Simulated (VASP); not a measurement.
Write the native input for VASP 6.6.1 that does the following.

| Item | Value |
| --- | --- |
| Task | single point |
| Functional | PBE |
| Potentials or basis | VASP PAW PBE potentials, release 64 (Si, C) |
| Cutoff | 600 eV |
| k mesh | 12 × 12 × 4 |
| Occupations | gaussian, width 0.01 eV |
| Spin | no spin polarisation |
| Dipole correction | no |
| Further INCAR settings | ALGO = Normal; EDIFF = 1e-06; NBANDS = 16 |

The structure of SiC (Moissanite) lies in POSCAR:

```
SiC
1.0
    2.9970931567      0.0000000000      0.0000000000
   -1.4985465783      2.5955586728      0.0000000000
    0.0000000000      0.0000000000      4.9185065848
Si C
2 2
Direct
    0.3333333333      0.6666666667      0.0000000000
    0.6666666667      0.3333333333      0.5000000000
    0.3333333333      0.6666666667      0.3850000000
    0.6666666667      0.3333333333      0.8850000000
```

The input as run:

INCAR

```
SYSTEM = SiC
ALGO = Normal
EDIFF = 1E-6
ENCUT = 600
GGA = PE
GGA_COMPAT = .FALSE.
ISIF = 2
ISMEAR = 0
LASPH = .TRUE.
LCHARG = .TRUE.
LELF = .TRUE.
LREAL = .FALSE.
LVHAR = .TRUE.
LWAVE = .FALSE.
NBANDS = 16
NELM = 120
PREC = Accurate
SIGMA = 0.01
```

KPOINTS

```
k-points
0
G
  12 12 4
  0 0 0
```

Potentials or basis: VASP PAW PBE potentials, release 64 (Si, C).

The run is started by

```console
$ cat potpaw_PBE.64/Si/POTCAR potpaw_PBE.64/C/POTCAR > POTCAR
$ mpirun -np 1 vasp_std > vasp.out
```

Results of the run:

- Pressure: 24.0 GPa
- Largest force: 0.882 eV/Å
- Band gap on the k mesh: 2.18 eV, indirect (least direct gap 4.24 eV)

It took 27 s on 1 thread of AMD EPYC 7R43 64-Core Processor (Zen 3) (shared host), peak memory 0.14 GiB.
